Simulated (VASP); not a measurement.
A run of VASP 6.6.1:

POSCAR

```
Mg
1.0
    3.0233356749      0.0000000000      0.0000000000
    0.0000000000      3.0233356749      0.0000000000
    0.0000000000      0.0000000000      3.0233356749
Mg
1
Direct
    0.0000000000      0.0000000000      0.0000000000
```

The input INCAR.step1:

```
SYSTEM = Mg
PREC = Accurate ; ENCUT = 520
EDIFF = 1E-7 ; ISMEAR = -1
SIGMA = 0.1 ; LREAL = .False.
LASPH = .True. ; NELM = 80
ALGO = Normal ; ISIF = 2
LWAVE = .False. ; LCHARG = .True.
GGA = PE ; NBANDS = 7
```

The input KPOINTS.step1:

```
Automatic mesh
0
Gamma
  13 13 13
  0 0 0
```

The input INCAR.step2:

```
SYSTEM = Mg
PREC = Accurate ; ENCUT = 520
EDIFF = 1E-7 ; ISMEAR = -5
SIGMA = 0.1 ; LREAL = .False.
LASPH = .True. ; NELM = 80
ALGO = Normal ; ISIF = 2
LWAVE = .False. ; LCHARG = .False.
GGA = PE ; LORBIT = 11
NBANDS = 7 ; NEDOS = 1001
ICHARG = 11
```

Contents of KPOINTS.step2:

```
Automatic mesh
0
Gamma
  20 20 20
  0 0 0
```

Potentials or basis: VASP PAW PBE potentials, release 64 (Mg).

Launch:

```sh
$ cat potpaw_PBE.64/Mg/POTCAR > POTCAR
$ cp INCAR.step1 INCAR
$ cp KPOINTS.step1 KPOINTS
$ mpirun -np 1 vasp_std > vasp.out
$ cp INCAR.step2 INCAR
$ cp KPOINTS.step2 KPOINTS
$ mpirun -np 1 vasp_std > vasp.out
```

Hardware: 1 thread of Intel(R) Xeon(R) Platinum 8559C (Emerald Rapids) (shared host).

Question: Estimate the wall time of this run.

Answer: Run time: 15 s on 1 thread of Intel(R) Xeon(R) Platinum 8559C (Emerald Rapids), on a shared host, peak memory 0.17 GiB. Counts: k points 286.
